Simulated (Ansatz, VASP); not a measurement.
AlP: VASP beside Ansatz

```
Al P
1.0
     0.00000    2.77156    2.77156
     2.77156    0.00000    2.77156
     2.77156    2.77156    0.00000
Al P
1 1
Direct
  0.00000 0.00000 0.00000
  0.25000 0.25000 0.25000
```

Alike in both runs: functional RPBE; k mesh 8 × 8 × 8; no spin polarisation.

Ansatz relaxed the structure, and its values are those at the end. VASP's run is a single point on that final structure, the one shown.

|  | VASP | Ansatz |
| --- | --- | --- |
| version | VASP 6.6.1 | Ansatz 0.2.0 |
| potentials or method | VASP PAW PBE potentials, release 64 (Al, P), cutoff 500 eV | plane waves, PAW |
| occupations | gaussian, width 0.01 eV | fixed |
| valence electrons in the cell | 8 | 8 |

```csv
,VASP,Ansatz,Ansatz less VASP
pressure (GPa),-0.2,0.0,+0.22
```

VASP's potentials were made for PBE, not for RPBE. Ansatz's warnings: stress scf threshold loose.
